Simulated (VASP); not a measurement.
# YF6 (P4/mmm) in VASP: single point with PBE

Aim: the single point of YF6 with PBE.

Program: VASP 6.6.1. These are calculated values, not measurements. Logs are shortened: lines on timing, memory, paths and dates and some standing lists are left out, and cuts for length are marked.

## 1. The cell of the first run

Symmetry: P4/mmm, No. 123, tetragonal system. Conventional cell: a = 5.462 Å, b = 5.462 Å, c = 4.350 Å, α = 90.00°, β = 90.00°, γ = 90.00°. Y (site symmetry 4/mmm) has 6 F at 2.18 to 2.19 Å within 2.9 Å. F (site symmetry 4/mmm) has 2 Y at 2.18 Å within 2.9 Å. F (site symmetry 4/mmm) has 8 F at 2.74 Å within 3.6 Å. Within 2.9 Å of F (site symmetry m2m) lie 1 Y at 2.19 Å and 4 F at 2.36 to 2.74 Å.

## 2. Single point, PBE, collinear spin (atoms taken out)

INCAR reads:

```
SYSTEM = YF6
  PREC = Accurate
  ENCUT = 520
  EDIFF = 1E-6
  ISMEAR = 0
  SIGMA = 0.1
  LREAL = .FALSE.
  LASPH = .TRUE.
  NELM = 150
  ALGO = Normal
  ISIF = 2
  LWAVE = .FALSE.
  LCHARG = .FALSE.
  ISPIN = 2
  MAGMOM = 0 1 1 1 1 1 1
  LORBIT = 11
  LMAXMIX = 4
  GGA = PE
  NBANDS = 40
```

KPOINTS reads:

```
regular mesh
0
G
  4 4 4
  0 0 0
```

POSCAR reads:

```
YF6
1.0
    5.4620909606      0.0000000000      0.0000000000
    0.0000000000      5.4620909606      0.0000000000
    0.0000000000      0.0000000000      4.3503635251
Y F
1 6
Direct
    0.0000000000      0.0000000000      0.0000000000
    0.0000000000      0.0000000000      0.5000000000
    0.5000000000      0.5000000000      0.5000000000
    0.2836665784      0.2836665784      0.0000000000
    0.7163334216      0.7163334216      0.0000000000
    0.2836665784      0.7163334216      0.0000000000
    0.7163334216      0.2836665784      0.0000000000
```

Potentials or basis: VASP PAW PBE potentials, release 64 (Y_sv, F).

Launch:

```bash
$ cat potpaw_PBE.64/Y_sv/POTCAR potpaw_PBE.64/F/POTCAR > POTCAR
$ mpirun -np 1 vasp_std > vasp.out
```

OUTCAR:

```text
SYSTEM = YF6
   PREC = Accurate
   ENCUT = 520
   EDIFF = 1E-6
   ISMEAR = 0
   LREAL = .FALSE.
   LASPH = .TRUE.
   NELM = 150
   ISIF = 2
   ISPIN = 2
   LORBIT = 11
   GGA = PE

 ion  position               nearest neighbor table
   1  0.000  0.000  0.000-   2 2.18   2 2.18   5 2.19   6 2.19   7 2.19   4 2.19
   2  0.000  0.000  0.500-   1 2.18   1 2.18
   3  0.500  0.500  0.500-
   4  0.284  0.284  0.000-   1 2.19
   5  0.716  0.716  0.000-   1 2.19
   6  0.284  0.716  0.000-   1 2.19
   7  0.716  0.284  0.000-   1 2.19

  LATTYP: Found a simple tetragonal cell.
 ALAT       =     5.4620909606
 C/A-ratio  =     0.7964648624

  Lattice vectors:

 A1 = (   5.4620909606,   0.0000000000,   0.0000000000)
 A2 = (   0.0000000000,   5.4620909606,   0.0000000000)
 A3 = (   0.0000000000,   0.0000000000,   4.3503635251)

Analysis of symmetry for initial positions (statically):
=====================================================================
 Subroutine PRICEL returns:
 Original cell was already a primitive cell.

 Routine SETGRP: Setting up the symmetry group for a
 simple tetragonal supercell.

 Subroutine GETGRP returns: Found 16 space group operations
 (whereof 16 operations were pure point group operations)
 out of a pool of 16 trial point group operations.

The static configuration has the point symmetry D_4h.

Analysis of symmetry for dynamics (positions and initial velocities):
=====================================================================
 Subroutine PRICEL returns:
 Original cell was already a primitive cell.

 Routine SETGRP: Setting up the symmetry group for a
 simple tetragonal supercell.

 Subroutine GETGRP returns: Found 16 space group operations
 (whereof 16 operations were pure point group operations)
 out of a pool of 16 trial point group operations.

The dynamic configuration has the point symmetry D_4h.

Analysis of structural, dynamic, and magnetic symmetry:
=====================================================================
 Subroutine PRICEL returns:
 Original cell was already a primitive cell.

 Routine SETGRP: Setting up the symmetry group for a
 simple tetragonal supercell.

 Subroutine GETGRP returns: Found 16 space group operations
 (whereof 16 operations were pure point group operations)
 out of a pool of 16 trial point group operations.

The overall configuration has the point symmetry D_4h.

 Subroutine INISYM returns: Found 16 space group operations
 (whereof 16 operations are pure point group operations),
 and found     1 'primitive' translations

----------------------------------------------------------------------------------------

                                     Primitive cell

  volume of cell :     129.7906

  direct lattice vectors                    reciprocal lattice vectors
     5.462090961  0.000000000  0.000000000     0.183080071  0.000000000  0.000000000
     0.000000000  5.462090961  0.000000000     0.000000000  0.183080071  0.000000000
     0.000000000  0.000000000  4.350363525     0.000000000  0.000000000  0.229865848

  length of vectors
     5.462090961  5.462090961  4.350363525     0.183080071  0.183080071  0.229865848

  position of ions in fractional coordinates (direct lattice)
     0.000000000  0.000000000  0.000000000
     0.000000000  0.000000000  0.500000000
     0.500000000  0.500000000  0.500000000
     0.283666578  0.283666578  0.000000000
     0.716333422  0.716333422  0.000000000
     0.283666578  0.716333422  0.000000000
     0.716333422  0.283666578  0.000000000

  ion indices of the primitive-cell ions
   primitive index   ion index
                 1           1
                 2           2
                 3           3
                 4           4
[... 27 lines left out ...]

 Found     18 irreducible k-points:

 Following reciprocal coordinates:
            Coordinates               Weight
  0.000000  0.000000  0.000000      1.000000
  0.250000  0.000000  0.000000      4.000000
  0.500000  0.000000  0.000000      2.000000
  0.250000  0.250000  0.000000      4.000000
  0.500000  0.250000  0.000000      4.000000
  0.500000  0.500000  0.000000      1.000000
[... 10 lines left out ...]
  0.500000  0.250000  0.500000      4.000000
  0.500000  0.500000  0.500000      1.000000
   k-points           NKPTS =     18   k-points in BZ     NKDIM =     18   number of bands    NBANDS=     40
   number of dos      NEDOS =    301   number of ions     NIONS =      7
   total plane-waves  NPLWV =  56448
   dimension x,y,z NGX =    42 NGY =   42 NGZ =   32
   dimension x,y,z NGXF=    84 NGYF=   84 NGZF=   64
   ions per type =               1   6
   NGX,Y,Z   is equivalent  to a cutoff of  12.78, 12.78, 12.23 a.u.
   NGXF,Y,Z  is equivalent  to a cutoff of  25.57, 25.57, 24.46 a.u.
 SYSTEM =  YF6
   PREC   = accura    normal or accurate (medium, high low for compatibility)
   ISTART =      0    job   : 0-new  1-cont  2-samecut
   ICHARG =      2    charge: 1-file 2-atom 10-const
   ISPIN  =      2    spin polarized calculation?
   LNONCOLLINEAR =      F non collinear calculations
   LSORBIT =      F    spin-orbit coupling
   LASPH  =      T    aspherical Exc in radial PAW
   ENCUT  =  520.0 eV  38.22 Ry    6.18 a.u.  10.16 10.16  8.09*2*pi/ulx,y,z
   NELM   =    150;   NELMIN=  2; NELMDL= -5     # of ELM steps
   EDIFF  = 0.1E-05   stopping-criterion for ELM
   LREAL  =      F    real-space projection
[... 7 lines left out ...]
   TEBEG  =    0.0;   TEEND  =   0.0 temperature during run
   PSTRESS=    0.0 pullay stress
   NELECT =      53.0000    total number of electrons
   NUPDOWN=      -1.0000    fix difference up-down
   EMIN   =  10.00;   EMAX   =-10.00  energy-range for DOS
   EFERMI =   0.00;   METHOD = LEGACY
   ISMEAR =     0;   SIGMA  =   0.10  broadening in eV -4-tet -1-fermi 0-gaus
   EFERMI_NEDOS =   21; number of points for ismear=-14 and -15
   IALGO  =     38    algorithm
   IMIX   =      4    mixing-type and parameters
     AMIX     =   0.40;   BMIX     =  1.00
     AMIX_MAG =   1.60;   BMIX_MAG =  1.00
  volume/ion in A,a.u.               =      18.54       125.12
  Fermi-wavevector in a.u.,A,eV,Ry     =   1.214560  2.295186 20.070717  1.475156
  Thomas-Fermi vector in A             =   2.349976
   LORBIT       =     11    0 simple, 1 ext, 2 COOP (PROOUT), +10 PAW based schemes
   GGA     = PE    functional components
   LHFCALC =     F    Hartree Fock is set to
   AEXX    =    0.0000 exact exchange contribution
   IVDW    =     0    specifies the selected vdW correction
   LEPSILON=     F    determine dielectric tensor
   LRPA    =     F    only Hartree local field effects (RPA)
 spin polarized calculation
 Gauss-broadening in eV      SIGMA  =   0.10
  energy-cutoff  :      520.00
  volume of cell :      129.79
 maximum number of plane-waves:      3512
 NGX is ok and might be reduce to    42
   NGX = 21   NGY = 21   NGZ = 17

 number of electron      53.0000003 magnetization       0.4058729

 number of electron      53.0000003 magnetization      -0.7188538

 Free energy of the ion-electron system (eV)
  ---------------------------------------------------
  ext. energy  EPLUGINS =         0.00000000
  ---------------------------------------------------
  free energy    TOTEN  =       -30.40741464 eV

  energy without entropy =      -30.36750735  energy(sigma->0) =      -30.38746099

 E-fermi :  -4.6888     XC(G=0):  -7.6252

 val. band max:       -4.6995278930   @ k =   0.2500   0.2500   0.0000
 cond. band min:      -4.6851620236   @ k =   0.5000   0.2500   0.5000
 fundamental gap:      0.0143658695
 Fermi energy:        -4.6888299719

 spin component 1

 k-point     1 :       0.0000    0.0000    0.0000
  band No.  band energies     occupation
      1     -43.3621      1.00000
      2     -25.5666      1.00000
      3     -25.1231      1.00000
      4     -25.1231      1.00000
      5     -24.4989      1.00000
      6     -24.4553      1.00000
[... 727 lines left out ...]
     37       8.0390      0.00000
     38       8.0390      0.00000
 Fermi energy:        -4.6888299719

 spin component 2

 k-point     1 :       0.0000    0.0000    0.0000
  band No.  band energies     occupation
      1     -43.3641      1.00000
      2     -25.6391      1.00000
      3     -25.6391      1.00000
      4     -25.2666      1.00000
      5     -24.6566      1.00000
      6     -24.4960      1.00000
[... 727 lines left out ...]
     37       7.9828      0.00000
     38       7.9828      0.00000
 [bands above 38 left out]

------------------------ aborting loop because EDIFF is reached ----------------------------------------

  FORCE on cell =-STRESS in cart. coord.  units (eV):
  Direction    XX          YY          ZZ          XY          YZ          ZX
  --------------------------------------------------------------------------------------
  -------------------------------------------------------------------------------------
  Total       -0.2422262     -0.2422262      0.3616416      0.0000000     -0.0000000      0.0000000
  in kB       -2.9901173     -2.9901173      4.4642201      0.0000000     -0.0000000      0.0000000
  external PRESSURE =      -0.5053382 kB  Pullay stress =       0.0000000 kB

 VOLUME and BASIS-vectors are now :
 -----------------------------------------------------------------------------
  energy-cutoff  :      520.00
  volume of cell :      129.79
      direct lattice vectors                 reciprocal lattice vectors
     5.462090961  0.000000000  0.000000000     0.183080071  0.000000000  0.000000000
     0.000000000  5.462090961  0.000000000     0.000000000  0.183080071  0.000000000
     0.000000000  0.000000000  4.350363525     0.000000000  0.000000000  0.229865848

 POSITION                                       TOTAL-FORCE (eV/Angst)
 -----------------------------------------------------------------------------------
      0.00000      0.00000      0.00000         0.000000      0.000000     -0.000000
      0.00000      0.00000      2.17518         0.000000      0.000000     -0.000000
      2.73105      2.73105      2.17518         0.000000      0.000000     -0.000000
      1.54941      1.54941      0.00000         0.040598      0.040598      0.000000
      3.91268      3.91268      0.00000        -0.040598     -0.040598     -0.000000
      1.54941      3.91268      0.00000         0.040598     -0.040598     -0.000000
      3.91268      1.54941      0.00000        -0.040598      0.040598      0.000000
 -----------------------------------------------------------------------------------
    total drift:                                0.000000     -0.000000     -0.000000

  FREE ENERGIE OF THE ION-ELECTRON SYSTEM (eV)
  ---------------------------------------------------
  free  energy   TOTEN  =       -30.4074146364 eV

  energy  without entropy=      -30.3675073499  energy(sigma->0) =      -30.38746099

 total charge

# of ion       s       p       d       f       tot
--------------------------------------------------
    1        2.162   6.429   0.907   0.166   9.664
    2        1.736   4.383   0.000   0.000   6.119
    3        1.763   3.989   0.000   0.000   5.751
    4        1.753   4.184   0.000   0.000   5.937
    5        1.753   4.184   0.000   0.000   5.937
    6        1.753   4.184   0.000   0.000   5.937
    7        1.753   4.184   0.000   0.000   5.937
--------------------------------------------------
tot         12.673  31.535   0.907   0.166  45.281

 magnetization (x)

# of ion       s       p       d       f       tot
--------------------------------------------------
    1        0.005  -0.030   0.024  -0.011  -0.012
    2        0.000   0.002   0.000   0.000   0.002
    3        0.004   0.865   0.000   0.000   0.870
    4       -0.003  -0.386   0.000   0.000  -0.388
    5       -0.003  -0.386   0.000   0.000  -0.388
    6       -0.003  -0.386   0.000   0.000  -0.388
    7       -0.003  -0.386   0.000   0.000  -0.388
--------------------------------------------------
tot         -0.002  -0.705   0.024  -0.011  -0.694
```

Wall time 3.8 min (1 thread of Intel Xeon 6975P-C (Granite Rapids), shared host); peak memory 0.36 GiB.

What came out:

| Quantity | Value |
| --- | --- |
| Free energy | -30.4074 eV |
| Pressure | -0.1 GPa |
| Largest force | 0.057 eV/Å |
| Net moment | -0.72 μB per cell |
| Site moments | Y -0.01; F +0.00, +0.87, -0.39 (each value once) μB |
| Valence electrons inside the program's atomic spheres | Y 9.66; F 6.12, 5.75, 5.94 (each value once) |

Forces in eV/Å, atoms in the order of the input:
```
Y    0.000  0.000  0.000
F    0.000  0.000  0.000
F    0.000  0.000  0.000
F    0.041  0.041  0.000
F   -0.041 -0.041  0.000
F    0.041 -0.041  0.000
F   -0.041  0.041  0.000
```

Caveat: the k points lie up to 0.36 Å⁻¹ apart; the cell differs from its parent crystal (atoms taken out).
